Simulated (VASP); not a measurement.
A run of VASP 6.6.1:

The input INCAR:

```
SYSTEM = Pt
ALGO = Fast ; EDIFF = 1E-6
ENCUT = 520 ; GGA = PE
ISIF = 2 ; ISMEAR = 0
LASPH = .True. ; LCHARG = .True.
LELF = .True. ; LREAL = .False.
LVHAR = .True. ; LWAVE = .False.
NBANDS = 17 ; NELM = 60
PREC = Accurate ; SIGMA = 0.15
```

KPOINTS

```
k-points
0
Gamma
  16 16 12
  0 0 0
```

File POSCAR:

```
Pt
1.0
    0.0000000000     -1.9849647118     -1.9849647118
    0.0000000000      1.9849647118     -1.9849647118
    3.9699294236      0.0000000000      0.0000000000
Pt
2
Direct
    0.5299753440      0.4820147936      0.5000000000
   -0.0299753440      0.0179852064      0.0000000000
```

Potentials or basis: VASP PAW PBE potentials, release 64 (Pt).

Launch:

```bash
$ cat potpaw_PBE.64/Pt/POTCAR > POTCAR
$ mpirun -np 1 vasp_std > vasp.out
```

Hardware: 1 thread of Intel(R) Xeon(R) 6975P-C (Granite Rapids) (shared host).

Problem. How long does it take, and how much memory?

Solution. It took 2.1 min on 1 thread of Intel(R) Xeon(R) 6975P-C (Granite Rapids) (shared host), peak memory 0.49 GiB. Counts: scf iterations 12, k points 910.
